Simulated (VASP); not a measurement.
Wanted: the native input for a VASP 6.6.1 run.

```yaml
Task: relaxation of cell and atoms
Functional: PBEsol
Potentials_or_basis: VASP PAW PBE potentials, release 64 (Ni, Ge_d)
Cutoff: 600 eV
k_mesh: 12 × 12 × 8
Occupations: gaussian, width 0.1 eV
Spin: no spin polarisation
Dipole_correction: no
Further_INCAR_settings: ALGO = Normal; EDIFF = 1e-07; IBRION = 2; EDIFFG = -0.005; NSW = 100; ISIF = 3
```

The structure of Ni2Ge lies in POSCAR:

```
Ni2Ge
1.0
    3.9798102787      0.0000000000      0.0000000000
   -1.9899051393      3.4466168036      0.0000000000
    0.0000000000      0.0000000000      5.0238781100
Ni Ge
4 2
Direct
    0.6666666700      0.3333333300      0.2500000000
    0.3333333300      0.6666666700      0.7500000000
    0.0000000000      0.0000000000      0.0000000000
    0.0000000000      0.0000000000      0.5000000000
    0.6666666700      0.3333333300      0.7500000000
    0.3333333300      0.6666666700      0.2500000000
```

These files were run (other wordings do the same):

INCAR

```
SYSTEM = Ni2Ge
ALGO     = Normal         ! electronic algorithm
EDIFF    = 1E-7           ! SCF threshold, eV
EDIFFG   = -0.005         ! ionic threshold
ENCUT    = 600            ! plane-wave cutoff, eV
GGA      = PS             ! functional
IBRION   = 2              ! ionic algorithm
ISIF     = 3              ! what is computed and relaxed
ISMEAR   = 0              ! smearing method
LASPH    = .TRUE.         ! aspherical terms in the spheres
LCHARG   = .FALSE.        ! write CHGCAR
LREAL    = .FALSE.        ! projectors in reciprocal space
LWAVE    = .FALSE.        ! write WAVECAR
NELM     = 100            ! most SCF steps
NSW      = 100            ! ionic steps
PREC     = Accurate       ! precision mode
SIGMA    = 0.1            ! smearing width, eV
```

KPOINTS

```
k-points
0
G
  12 12 8
  0 0 0
```

Potentials or basis: VASP PAW PBE potentials, release 64 (Ni, Ge_d).

Command:

```bash
$ cat potpaw_PBE.64/Ni/POTCAR potpaw_PBE.64/Ge_d/POTCAR > POTCAR
$ mpirun -np 1 vasp_std > vasp.out
```

Results of the run:

| Property | Result |
| --- | --- |
| Relaxed volume | 11.43 Å³/atom |
| Relaxed cell | a = 3.973 Å, b = 3.973 Å, c = 5.016 Å, α = 90.00°, β = 90.00°, γ = 120.00° |
| Space group after relaxing (to 0.05 Å) | P6_3/mmc (No. 194) |
| Energy gained by relaxing | 0.2 meV/atom |
| Ionic steps | 4 |
| Pressure after relaxing | 0.0 GPa |
| Band gap on the k mesh | zero (band 34 reaches 12.52 eV, above the bottom of band 35 at 9.74 eV) |

Caveat: the PAW data sets were made with another functional, which shifts forces and pressure a little.

Wall time 8.6 min on 1 thread of AMD EPYC 9R45 96-Core Processor (Zen 5), on a shared host, peak memory 0.36 GiB.
